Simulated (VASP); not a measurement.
# ZrC4 (I4/m) in VASP: notebook

ZrC4 is run at these levels: PBE; tasks: single point, relaxation of cell and atoms.

All numbers are computed with VASP 6.6.1; they aren't measurements. Logs are shortened: lines on timing, memory, paths and dates and some standing lists are left out, and cuts for length are marked.

## 1. The cell of the first run

It takes space group I4/m (No. 87, tetragonal). Conventional cell: a = 5.365 Å, b = 5.365 Å, c = 3.447 Å, α = 90.00°, β = 90.00°, γ = 90.00°. Zr (site symmetry 4/m) has 16 C at 2.35 to 3.15 Å within 3.2 Å. Within 1.9 Å of C (site symmetry m) lie 1 C at 1.44 Å.

The cell was built from a structure type or drawn by symmetry, and may not be a known phase.

## 2. Single point, PBE

File INCAR:

```
  PREC = Accurate
  ENCUT = 520
  EDIFF = 1E-6
  ISMEAR = 0
  SIGMA = 0.1
  LREAL = F
  LASPH = T
  NELM = 60
  ALGO = Normal
  ISIF = 2
  LWAVE = F
  LCHARG = T
  GGA = PE
  LELF = T
  LVHAR = T
  NBANDS = 22
```

File KPOINTS:

```
Automatic mesh
0
Gamma
  6 6 6
```

File POSCAR:

```
ZrC4
1.0
   -2.6824966116      2.6824966116      1.7235470120
    2.6824966116     -2.6824966116      1.7235470120
    2.6824966116      2.6824966116     -1.7235470120
Zr C
1 4
Direct
    0.0000000000      0.0000000000      0.0000000000
    0.4234863010      0.1101975452      0.5336838462
    0.1101975452      0.5765136990      0.6867112442
    0.5765136990      0.8898024548      0.4663161538
    0.8898024548      0.4234863010      0.3132887558
```

Potentials or basis: VASP PAW PBE potentials, release 64 (Zr_sv, C).

On the command line:

```sh
$ cat potpaw_PBE.64/Zr_sv/POTCAR potpaw_PBE.64/C/POTCAR > POTCAR
$ mpirun -np 1 vasp_std > vasp.out
```

OUTCAR:

```text
PREC = Accurate
   ENCUT = 520
   EDIFF = 1E-6
   ISMEAR = 0
   LREAL = F
   LASPH = T
   NELM = 60
   ISIF = 2
   GGA = PE

 ion  position               nearest neighbor table
   1  0.000  0.000  0.000-   2 2.35   4 2.35   5 2.35   3 2.35   4 2.74   2 2.74   4 2.74   2 2.74
                             3 2.74   5 2.74   3 2.74   5 2.74
   2  0.423  0.110  0.534-   4 1.44   5 2.00   3 2.00   5 2.00   3 2.00   1 2.35   1 2.74   1 2.74

   3  0.110  0.577  0.687-   5 1.44   4 2.00   2 2.00   4 2.00   2 2.00   1 2.35   1 2.74   1 2.74

   4  0.577  0.890  0.466-   2 1.44   3 2.00   5 2.00   3 2.00   5 2.00   1 2.35   1 2.74   1 2.74

   5  0.890  0.423  0.313-   3 1.44   2 2.00   4 2.00   2 2.00   4 2.00   1 2.35   1 2.74   1 2.74

  LATTYP: Found a body centered tetragonal cell.
 ALAT       =     5.3649932232
 C/A-ratio  =     0.6425160071

  Lattice vectors:

 A1 = (  -2.6824966116,   2.6824966116,   1.7235470120)
 A2 = (   2.6824966116,  -2.6824966116,   1.7235470120)
 A3 = (   2.6824966116,   2.6824966116,  -1.7235470120)

Analysis of symmetry for initial positions (statically):
=====================================================================
 Subroutine PRICEL returns:
 Original cell was already a primitive cell.

 Routine SETGRP: Setting up the symmetry group for a
 body centered tetragonal supercell.

 Subroutine GETGRP returns: Found  8 space group operations
 (whereof  8 operations were pure point group operations)
 out of a pool of 16 trial point group operations.

The static configuration has the point symmetry C_4h.

Analysis of symmetry for dynamics (positions and initial velocities):
=====================================================================
 Subroutine PRICEL returns:
 Original cell was already a primitive cell.

 Routine SETGRP: Setting up the symmetry group for a
 body centered tetragonal supercell.

 Subroutine GETGRP returns: Found  8 space group operations
 (whereof  8 operations were pure point group operations)
 out of a pool of 16 trial point group operations.

The dynamic configuration has the point symmetry C_4h.

 Subroutine INISYM returns: Found  8 space group operations
 (whereof  8 operations are pure point group operations),
 and found     1 'primitive' translations

----------------------------------------------------------------------------------------

                                     Primitive cell

  volume of cell :      49.6091

  direct lattice vectors                    reciprocal lattice vectors
    -2.682496612  2.682496612  1.723547012     0.000000000  0.186393525  0.290099427
     2.682496612 -2.682496612  1.723547012     0.186393525  0.000000000  0.290099427
     2.682496612  2.682496612 -1.723547012     0.186393525  0.186393525  0.000000000

  length of vectors
     4.166796185  4.166796185  4.166796185     0.344819117  0.344819117  0.263600251

  position of ions in fractional coordinates (direct lattice)
     0.000000000  0.000000000  0.000000000
     0.423486301  0.110197545  0.533683846
     0.110197545  0.576513699  0.686711244
     0.576513699  0.889802455  0.466316154
     0.889802455  0.423486301  0.313288756

  ion indices of the primitive-cell ions
   primitive index   ion index
                 1           1
                 2           2
                 3           3
                 4           4
                 5           5

----------------------------------------------------------------------------------------

 KPOINTS: Automatic mesh

Automatic generation of k-mesh.
 Grid dimensions read from file:
 generate k-points for:    6    6    6

 Generating k-lattice:

  Cartesian coordinates                     Fractional coordinates (reciprocal lattice)
     0.000000000  0.031065588  0.048349904     0.166666667  0.000000000  0.000000000
     0.031065588  0.000000000  0.048349904     0.000000000  0.166666667  0.000000000
     0.031065588  0.031065588  0.000000000     0.000000000  0.000000000  0.166666667

  Length of vectors
     0.057469853  0.057469853  0.043933375

  Shift w.r.t. Gamma in fractional coordinates (k-lattice)
     0.000000000  0.000000000  0.000000000

 Subroutine IBZKPT returns following result:
 ===========================================

 Found     36 irreducible k-points:

 Following reciprocal coordinates:
            Coordinates               Weight
  0.000000  0.000000  0.000000      1.000000
  0.166667 -0.000000  0.000000      8.000000
  0.333333  0.000000 -0.000000      8.000000
  0.500000 -0.000000  0.000000      4.000000
  0.166667  0.166667  0.000000      8.000000
  0.333333  0.166667 -0.000000      8.000000
[... 16 lines left out ...]
 -0.333333  0.333333 -0.166667      4.000000
 -0.166667  0.333333  0.166667      8.000000
 [... further k-points ...]
   k-points           NKPTS =     36   k-points in BZ     NKDIM =     36   number of bands    NBANDS=     22
   number of dos      NEDOS =    301   number of ions     NIONS =      5
   total plane-waves  NPLWV =  32768
   dimension x,y,z NGX =    32 NGY =   32 NGZ =   32
   dimension x,y,z NGXF=    64 NGYF=   64 NGZF=   64
   ions per type =               1   4
   NGX,Y,Z   is equivalent  to a cutoff of  12.77, 12.77, 12.77 a.u.
   NGXF,Y,Z  is equivalent  to a cutoff of  25.53, 25.53, 25.53 a.u.
 SYSTEM =  unknown system
   PREC   = accura    normal or accurate (medium, high low for compatibility)
   ISTART =      0    job   : 0-new  1-cont  2-samecut
   ICHARG =      2    charge: 1-file 2-atom 10-const
   ISPIN  =      1    spin polarized calculation?
   LNONCOLLINEAR =      F non collinear calculations
   LSORBIT =      F    spin-orbit coupling
   LASPH  =      T    aspherical Exc in radial PAW
   ENCUT  =  520.0 eV  38.22 Ry    6.18 a.u.   7.75  7.75  7.75*2*pi/ulx,y,z
   NELM   =     60;   NELMIN=  2; NELMDL= -5     # of ELM steps
   EDIFF  = 0.1E-05   stopping-criterion for ELM
   LREAL  =      F    real-space projection
   EDIFFG = 0.1E-04   stopping-criterion for IOM
   NSW    =      0    number of steps for IOM
   IBRION =     -1    ionic relax: 0-MD 1-quasi-New 2-CG
   NFREE  =      0    steps in history (QN), initial steepest desc. (CG)
   ISIF   =      2    stress and relaxation
   ISYM   =      2    0-nonsym 1-usesym 2-fastsym
   POTIM  = 0.5000    time-step for ionic-motion
   TEBEG  =    0.0;   TEEND  =   0.0 temperature during run
   PSTRESS=    0.0 pullay stress
   NELECT =      28.0000    total number of electrons
   NUPDOWN=      -1.0000    fix difference up-down
   EMIN   =  10.00;   EMAX   =-10.00  energy-range for DOS
   EFERMI =   0.00;   METHOD = LEGACY
   ISMEAR =     0;   SIGMA  =   0.10  broadening in eV -4-tet -1-fermi 0-gaus
   EFERMI_NEDOS =   21; number of points for ismear=-14 and -15
   IALGO  =     38    algorithm
   IMIX   =      4    mixing-type and parameters
     AMIX     =   0.40;   BMIX     =  1.00
     AMIX_MAG =   1.60;   BMIX_MAG =  1.00
  volume/ion in A,a.u.               =       9.92        66.96
  Fermi-wavevector in a.u.,A,eV,Ry     =   1.352925  2.556657 24.904181  1.830406
  Thomas-Fermi vector in A             =   2.480223
   LORBIT       =      0    0 simple, 1 ext, 2 COOP (PROOUT), +10 PAW based schemes
   GGA     = PE    functional components
   LHFCALC =     F    Hartree Fock is set to
   AEXX    =    0.0000 exact exchange contribution
   IVDW    =     0    specifies the selected vdW correction
   LEPSILON=     F    determine dielectric tensor
   LRPA    =     F    only Hartree local field effects (RPA)
 non-spin polarized calculation
 Gauss-broadening in eV      SIGMA  =   0.10
  energy-cutoff  :      520.00
  volume of cell :       49.61
 maximum number of plane-waves:      1352
   NGX = 15   NGY = 15   NGZ = 15

 number of electron      27.9999998 magnetization

 Free energy of the ion-electron system (eV)
  ---------------------------------------------------
  ext. energy  EPLUGINS =         0.00000000
  ---------------------------------------------------
  free energy    TOTEN  =       -37.22531050 eV

  energy without entropy =      -37.21522190  energy(sigma->0) =      -37.22026620

 E-fermi :   8.4110     XC(G=0): -11.9371

 val. band max:        8.4046821918   @ k =   0.5000   0.5000   0.5000
 cond. band min:       8.4174458732   @ k =  -0.1667   0.1667   0.1667
 fundamental gap:      0.0127636814
 Fermi energy:         8.4109885663

 k-point     1 :       0.0000    0.0000    0.0000
  band No.  band energies     occupation
      1     -41.1058      2.00000
      2     -19.1105      2.00000
      3     -19.1105      2.00000
      4     -18.9749      2.00000
      5     -10.2528      2.00000
      6      -0.5902      2.00000
[... 14 lines left out ...]
     21      15.8276      0.00000
     22      16.1447      0.00000

 k-point     2 :       0.1667   -0.0000    0.0000
  band No.  band energies     occupation
      1     -41.1003      2.00000
      2     -19.1164      2.00000
      3     -19.1116      2.00000
      4     -19.0419      2.00000
      5      -9.9089      2.00000
      6      -3.0555      2.00000
[... 14 lines left out ...]
     21      15.0454      0.00000
     22      15.6323      0.00000

 k-point     3 :       0.3333    0.0000   -0.0000
  band No.  band energies     occupation
      1     -41.0894      2.00000
      2     -19.1870      2.00000
      3     -19.1138      2.00000
      4     -19.1116      2.00000
      5      -8.9480      2.00000
      6      -5.5063      2.00000
[... 14 lines left out ...]
     21      14.1235      0.00000
     22      15.2207      0.00000
[... 476 lines left out ...]
 k-point    23 :      -0.3333    0.3333   -0.1667
  band No.  band energies     occupation
      1     -41.1023      2.00000
      2     -19.1918      2.00000
      3     -19.1250      2.00000
      4     -18.9848      2.00000
      5      -9.8779      2.00000
      6      -1.4306      2.00000
[... 14 lines left out ...]
     21      13.6305      0.00000
     22      15.3603      0.00000

 k-point    24 :      -0.1667    0.3333    0.1667
  band No.  band energies     occupation
      1     -41.0977      2.00000
      2     -19.1577      2.00000
      3     -19.1405      2.00000
      4     -19.0470      2.00000
      5      -9.6440      2.00000
      6      -3.1724      2.00000
[... 14 lines left out ...]
     21      13.9963      0.00000
     22      15.1818      0.00000

 [... further k-points ...]

------------------------ aborting loop because EDIFF is reached ----------------------------------------

  FORCE on cell =-STRESS in cart. coord.  units (eV):
  Direction    XX          YY          ZZ          XY          YZ          ZX
  --------------------------------------------------------------------------------------
  -------------------------------------------------------------------------------------
  Total        0.0520966      0.0520966     -0.0002886     -0.0000002      0.0000000      0.0000000
  in kB        1.6825117      1.6825117     -0.0093212     -0.0000077      0.0000000      0.0000000
  external PRESSURE =       1.1185674 kB  Pullay stress =       0.0000000 kB

 VOLUME and BASIS-vectors are now :
 -----------------------------------------------------------------------------
  energy-cutoff  :      520.00
  volume of cell :       49.61
      direct lattice vectors                 reciprocal lattice vectors
    -2.682496612  2.682496612  1.723547012     0.000000000  0.186393525  0.290099427
     2.682496612 -2.682496612  1.723547012     0.186393525  0.000000000  0.290099427
     2.682496612  2.682496612 -1.723547012     0.186393525  0.186393525  0.000000000

 POSITION                                       TOTAL-FORCE (eV/Angst)
 -----------------------------------------------------------------------------------
      0.00000      0.00000      0.00000        -0.000000      0.000000     -0.000000
      0.59121      2.27200      0.00000         0.075581     -0.063863      0.000000
      3.09299      0.59121      0.00000         0.063863      0.075581      0.000000
      2.09129      0.41050      1.72355        -0.075581      0.063863     -0.000000
     -0.41050      2.09129      1.72355        -0.063863     -0.075581     -0.000000
 -----------------------------------------------------------------------------------
    total drift:                                0.000000      0.000000      0.000000

  FREE ENERGIE OF THE ION-ELECTRON SYSTEM (eV)
  ---------------------------------------------------
  free  energy   TOTEN  =       -37.2253105037 eV

  energy  without entropy=      -37.2152218994  energy(sigma->0) =      -37.22026620
```

It took 24 s on 1 thread of AMD EPYC 9R45 (Zen 5), shared host; peak memory 0.16 GiB.

What came out:

* Free energy: -37.2253 eV
* Pressure: 0.1 GPa
* Largest force: 0.099 eV/Å
* Band gap on the k mesh: zero (bands 14 and 15 overlap by 2.00 eV)

Forces on the atoms (eV/Å):
```
Zr   0.000  0.000  0.000
C    0.076 -0.064  0.000
C    0.064  0.076  0.000
C   -0.076  0.064  0.000
C   -0.064 -0.076  0.000
```

Stress tensor (GPa, compression positive):
```
0.17 0.00 0.00
0.00 0.17 0.00
0.00 0.00 0.00
```

Caveat: the k points lie up to 0.36 Å⁻¹ apart, too coarse for converged energies and pressures of a metal.

## 3. Relaxation of cell and atoms, PBE

This run uses another cell than the first one, of 11.97 Å³/atom.

File INCAR:

```
SYSTEM = ZrC4
PREC = Accurate
ENCUT = 600
EDIFF = 1E-6
ISMEAR = 0
SIGMA = 0.1
LREAL = .False.
LASPH = .True.
NELM = 60
ALGO = Normal
ISIF = 3
LWAVE = .False.
LCHARG = .False.
GGA = PE
IBRION = 2
NSW = 90
EDIFFG = -0.04
```

File KPOINTS:

```
Automatic mesh
0
Gamma
  6 6 6
  0 0 0
```

File POSCAR:

```
ZrC4
1.0
   -2.8781456000      2.8781456000      1.8056000300
    2.8781456000     -2.8781456000      1.8056000300
    2.8781456000      2.8781456000     -1.8056000300
Zr C
1 4
Direct
    0.0000000000      0.0000000000      0.0000000000
    0.4000000100      0.2000000100      0.6000000200
    0.2000000100      0.5999999900      0.8000000000
    0.5999999900      0.7999999900      0.3999999800
    0.7999999900      0.4000000100      0.2000000000
```

Potentials or basis: VASP PAW PBE potentials, release 64 (Zr_sv, C).

On the command line:

```sh
$ cat potpaw_PBE.64/Zr_sv/POTCAR potpaw_PBE.64/C/POTCAR > POTCAR
$ mpirun -np 1 vasp_std > vasp.out
```

Run time: 12 min. Hardware: 1 thread of AMD EPYC 9R45 (Zen 5), shared host; peak memory 0.22 GiB.

It converged, with:

- Free energy: -37.2468 eV
- Relaxed volume: 9.91 Å³/atom
- Relaxed cell: a = 4.167 Å, b = 4.167 Å, c = 4.167 Å, α = 99.83°, β = 99.83°, γ = 131.19°
- Space group after relaxing (to 0.1 Å): I4/m (No. 87)
- Pressure after relaxing: 0.1 GPa
- Largest force after relaxing: 0.036 eV/Å
- Band gap on the k mesh: zero (bands 14 and 15 overlap by 2.03 eV)

Forces on the atoms (eV/Å):
```
Zr   0.000  0.000  0.000
C    0.022  0.028  0.000
C   -0.028  0.022  0.000
C   -0.022 -0.028  0.000
C    0.028 -0.022  0.000
```

Stress tensor (GPa, compression positive):
```
0.04 0.00 0.00
0.00 0.04 0.00
0.00 0.00 0.28
```

Final structure:
```yaml
crystal:
  lattice:
    - [-2.68297, 2.68297, 1.72175]
    - [2.68297, -2.68297, 1.72175]
    - [2.68297, 2.68297, -1.72175]
  atoms:
    - { symbol: Zr, position: [0.00000, 0.00000, 0.00000] }
    - { symbol: C, position: [0.42247, 0.10967, 0.53214] }
    - { symbol: C, position: [0.10967, 0.57753, 0.68720] }
    - { symbol: C, position: [0.57753, 0.89033, 0.46786] }
    - { symbol: C, position: [0.89033, 0.42247, 0.31280] }
```

Levels at points of the mesh, in eV from the Fermi level:
```
           k point  band 10  band 11  band 12  band 13  band 14  band 15  band 16  band 17  band 18
(0.00, 0.00, 0.00)    -6.30    -5.53    -2.00    -1.13    -1.13    -1.07    -0.92    -0.92     4.37
(0.50, 0.00, 0.00)    -5.74    -3.72    -2.42    -1.25     0.96     1.45     1.77     2.28     3.26
(0.50, 0.50, 0.00)    -4.58    -3.32    -1.68    -1.07    -0.10     0.73     2.00     2.24     2.25
(0.50, 0.50, 0.50)    -4.22    -3.06    -1.61     0.01     0.01     0.58     0.58     1.94     2.69
```

Caveat: the volume moved by over 15 % at a fixed basis, so the end points are rough.

## 4. Single point, PBE

This run uses another cell than the first one, of 9.80 Å³/atom.

File INCAR:

```
SYSTEM = ZrC4
ALGO     = Normal         ! electronic algorithm
EDIFF    = 1E-6           ! SCF threshold, eV
ENCUT    = 520            ! plane-wave cutoff, eV
GGA      = PE             ! functional
ISIF     = 2              ! what is computed and relaxed
ISMEAR   = 0              ! smearing method
LASPH    = .TRUE.         ! aspherical terms in the spheres
LCHARG   = .TRUE.         ! write CHGCAR
LELF     = .TRUE.         ! ELF
LREAL    = .FALSE.        ! projectors in reciprocal space
LVHAR    = .TRUE.       
LWAVE    = .FALSE.        ! write WAVECAR
NBANDS   = 22             ! bands
NELM     = 100            ! most SCF steps
PREC     = Accurate       ! precision mode
SIGMA    = 0.1            ! smearing width, eV
```

File KPOINTS:

```
k-points
0
G
  14 14 14
  0 0 0
```

File POSCAR:

```
ZrC4
1.0
   -2.6953689916      2.6953689916      1.6862033264
    2.6953689916     -2.6953689916      1.6862033264
    2.6953689916      2.6953689916     -1.6862033264
Zr C
1 4
Direct
    0.0000000000      0.0000000000      0.0000000000
    0.5784132539      0.1099293116      0.6883425655
    0.8900706884      0.5784132539      0.4684839423
    0.4215867461      0.8900706884      0.3116574345
    0.1099293116      0.4215867461      0.5315160577
```

On the command line:

```sh
$ cat potpaw_PBE.64/Zr_sv/POTCAR potpaw_PBE.64/C/POTCAR > POTCAR
$ mpirun -np 1 vasp_std > vasp.out
```

It took 3.8 min on 1 thread of AMD EPYC 9R45 (Zen 5), shared host; peak memory 0.42 GiB.

Results (log left out):

| Quantity | Value |
| --- | --- |
| Free energy | -37.1800 eV |
| Pressure | 0.4 GPa |
| Largest force | 0.071 eV/Å |
| Band gap on the k mesh | zero (bands 14 and 15 overlap by 2.11 eV) |

Forces in eV/Å, atoms in the order of the input:
```
Zr   0.000  0.000  0.000
C    0.061  0.037  0.000
C    0.037 -0.061  0.000
C   -0.061 -0.037  0.000
C   -0.037  0.061  0.000
```

Stress tensor (GPa, compression positive):
```
0.44 0.00 0.00
0.00 0.44 0.00
0.00 0.00 0.22
```

Levels at points of the mesh, in eV from the Fermi level:
```
           k point  band 10  band 11  band 12  band 13  band 14  band 15  band 16  band 17  band 18  band 19
(0.00, 0.00, 0.00)    -6.54    -5.77    -2.36    -1.27    -1.17    -1.17    -0.80    -0.80     4.37     5.44
(0.50, 0.00, 0.00)    -6.00    -3.92    -2.62    -1.48     0.93     1.21     2.07     2.36     3.25     4.27
(0.50, 0.50, 0.00)    -4.83    -3.32    -1.85    -1.14    -0.46     0.60     2.00     2.02     2.24     2.44
(0.50, 0.50, 0.50)    -4.43    -3.24    -1.81     0.03     0.03     0.49     0.49     1.80     2.38     3.64
```

## 5. Overview

| task | cell | k mesh | cutoff (eV) | gap on the mesh (eV) | pressure (GPa) | largest force (eV/Å) |
| --- | --- | --- | --- | --- | --- | --- |
| single point | a = 4.167 Å, angles 99.9, 99.9, 131.1°, 5 atoms, atomic positions A | 6 × 6 × 6 | 520 | none | 0.1 | 0.10 |
| relaxation of cell and atoms | relaxed from a = 4.453 Å, angles 99.5, 99.5, 132.2°, 5 atoms, atomic positions B | 6 × 6 × 6 | 600 | none | 0.1 | 0.04 |
| single point | a = 4.168 Å, angles 99.4, 99.4, 132.3°, 5 atoms, atomic positions C | 14 × 14 × 14 | 520 | none | 0.4 | 0.07 |

Alike in all rows: level PBE; potentials or basis VASP PAW PBE potentials, release 64 (Zr_sv, C); no spin polarisation; smearing gaussian 0.1 eV.

Caveats: some runs use coarse meshes; the volume moved by over 15 % at a fixed basis, so the end points are rough (at least some runs).

Total energies depend on the potentials used, so only differences within one code and one set of settings carry meaning.
